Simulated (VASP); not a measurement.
Runs of VASP 6.6.1 on BaTe. The structure is that of space group Fm-3m (No. 225), or close to it. The cells are those of the table. 

```tsv
cell	gap on the mesh (eV)	pressure (GPa)
a = 4.735 Å, angles 60.0°, 2 atoms	1.16	5.5
a = 4.822 Å, angles 60.0°, 2 atoms	1.32	(c)
a = 4.907 Å, angles 60.0°, 2 atoms	(d)	0.8
a = 4.690 Å, angles 60.0°, 2 atoms	(a)	7.2
a = 4.948 Å, angles 60.0°, 2 atoms	1.51	0.0
a = 4.865 Å, angles 60.0°, 2 atoms	1.39	1.8
a = 4.779 Å, angles 60.0°, 2 atoms	1.24	(b)
```

Alike in all rows: task single point; level PBE+D3(BJ); potentials or basis VASP PAW PBE potentials, release 64 (Ba_sv, Te); no spin polarisation; k mesh 4 × 4 × 4; cutoff (eV) 500; smearing gaussian 0.01 eV.

Problem. Estimate the missing entries.

Solution. (a) 1.07; (b) 4.1; (c) 2.9; (d) 1.45.

Caveats: spin-orbit coupling is left out, which moves the levels of the heavy elements.

A k mesh can miss the band edges, and the runs leave out spin-orbit coupling on Ba, Te.
